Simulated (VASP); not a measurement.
TiO2, 12 atoms in the cell. The structure is tetragonal, space group I4/m (No. 87). Conventional cell: a = 8.613 Å, b = 8.613 Å, c = 3.745 Å, α = 90.00°, β = 90.00°, γ = 90.00°. Within 2.4 Å of Ti (site symmetry m) lie 6 O at 1.79 to 2.22 Å. Within 2.7 Å of O (site symmetry m) lie 4 Ti at 1.93 to 2.22 Å and 5 O at 2.61 to 2.63 Å. Within 2.4 Å of O (site symmetry m) lie 2 Ti at 1.79 Å. 

- Program: VASP 6.6.1
- Task: single point
- Functional: r2SCAN
- Potentials or basis: VASP PAW PBE potentials, release 64 (Ti_sv, O)
- Cutoff: 520 eV
- k mesh: 8 × 8 × 8
- Occupations: gaussian, width 0.02 eV
- Spin: no spin polarisation
- Dipole correction: no
- Further INCAR settings: ALGO = Normal; EDIFF = 1e-06; NBANDS = 60

Potentials or basis: VASP PAW PBE potentials, release 64 (Ti_sv, O).

Command:

```sh
$ cat potpaw_PBE.64/Ti_sv/POTCAR potpaw_PBE.64/O/POTCAR > POTCAR
$ cp INCAR.step1 INCAR
$ mpirun -np 1 vasp_std > vasp.out
$ cp INCAR.step2 INCAR
$ mpirun -np 1 vasp_std > vasp.out
```

Hardware: 1 thread of Oxide Virtual Turin-like Processor, on a shared host.

Task: How long does it take, and how much memory?

Result: Wall time 100 min on 1 thread of Oxide Virtual Turin-like Processor, with other jobs on the host, peak memory 0.63 GiB. Counts: k points 78.
